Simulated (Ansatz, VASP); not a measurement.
# Two plane-wave programs on Si4HO8

```
CELL_PARAMETERS angstrom
10.64000 0.00000 0.00000
-2.66000 4.60726 0.00000
0.00000 0.00000 18.00000
ATOMIC_POSITIONS crystal
Si 0.16755 0.66624 0.64576
Si 0.16738 0.66627 0.40963
Si 0.33325 0.33193 0.58875
Si 0.33385 0.33274 0.41012
Si 0.66805 0.66703 0.58830
Si 0.66767 0.66663 0.41005
Si 0.83621 0.33521 0.58863
Si 0.83485 0.33381 0.40998
O 0.15684 0.65561 0.73511
O 0.33131 0.33019 0.49950
O 0.25260 0.00026 0.61722
O 0.25137 0.00063 0.38066
O 0.00139 0.50060 0.61743
O 0.00055 0.49948 0.37994
O 0.25243 0.50189 0.61731
O 0.25135 0.49987 0.38067
O 0.66808 0.66706 0.49921
O 0.83804 0.33701 0.49933
O 0.75142 0.00065 0.61690
O 0.75076 0.00006 0.38156
O 0.50107 0.49998 0.61677
O 0.50084 0.49977 0.38190
O 0.75140 0.50014 0.61691
O 0.75078 0.49941 0.38156
H 0.24463 0.73799 0.76457
H 0.16642 0.66533 0.49201
```

Alike in both runs: functional LDA; k mesh 2 × 4 × 1; no spin polarisation.

Ansatz relaxed the structure, and its values are those at the end. VASP's run is a single point on that final structure, the one shown.

|  | VASP | Ansatz |
| --- | --- | --- |
| version | VASP 6.6.1 | Ansatz 0.2.0 |
| potentials or method | VASP PAW LDA potentials, release 64 (Si, O, H) | scalar-relativistic, plane waves, PAW |
| plane-wave cutoff (eV) | 520 | 420 |
| occupations | gaussian, width 0.01 eV | fixed |
| valence electrons in the cell | 130 | 130 |

Ansatz gave:

| Item | Value |
| --- | --- |
| gap on the k mesh at the Fermi level (eV) | 5.68 |
| least direct gap on the mesh (eV) | 5.68 |
| rms of the force components (eV/Å) | 0.002 |

What did VASP give for the same quantities?

gap on the k mesh at the Fermi level (eV): 5.68; least direct gap on the mesh (eV): 5.68; rms of the force components (eV/Å): 0.030.

LDA's correlation is that of Perdew and Zunger in VASP and of Perdew and Wang (1992) in Ansatz. Ansatz's warnings: xc potential rough in thin density.
